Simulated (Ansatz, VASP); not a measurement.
H in VASP and in Ansatz

Contents of INCAR:

```
  PREC = Accurate
  ENCUT = 520
  EDIFF = 1E-8
  ISMEAR = -1
  SIGMA = 0.05
  LREAL = F
  LASPH = T
  NELM = 100
  ALGO = Normal
  ISIF = 2
  LWAVE = F
  LCHARG = F
  GGA = PE
  LEFG = T
  NBANDS = 6
```

Contents of KPOINTS:

```
regular mesh
0
Gamma
  20 20 20
```

POSCAR

```
H
1.0
    0.0000000000      1.1341747626      1.1341747626
    1.1341747626      0.0000000000      1.1341747626
    1.1341747626      1.1341747626      0.0000000000
H
1
Direct
    0.0000000000      0.0000000000      0.0000000000
```

Input for Ansatz:

```yaml
crystal:
  lattice:
    - [0.0, 1.1341747626, 1.1341747626]
    - [1.1341747626, 0.0, 1.1341747626]
    - [1.1341747626, 1.1341747626, 0.0]
  atoms:
    - { symbol: H, position: [0.0, 0.0, 0.0] }
kpoints:
  mp_grid: { grid: [20, 20, 20] }
scf:
  occupations: { method: fermi_dirac, width: 0.05 }
hamiltonian:
  xc: pbe
  pseudopotentials: { kind: paw }
output:
  forces: true
  stress: true
  eigenvalues: true
  efg: { contact_densities: true }
```

Change from the starting cell: volume scaled by 0.98, PAW files.

Alike in both runs: task electric field gradients; functional PBE; k mesh 20 × 20 × 20; occupations fermi-dirac, width 0.05 eV; no spin polarisation.

|  | VASP | Ansatz |
| --- | --- | --- |
| version | VASP 6.6.1 | Ansatz 0.2.0 |
| potentials or method | VASP PAW PBE potentials, release 64 (H) | PAW with Ansatz's default frozen-core files, scalar-relativistic |
| plane-wave cutoff (eV) | 520 | 420 |
| valence electrons in the cell | 1 | 1 |

```tsv
	VASP	Ansatz	Ansatz less VASP
pressure (GPa)	1.5	2.2	+0.71
```
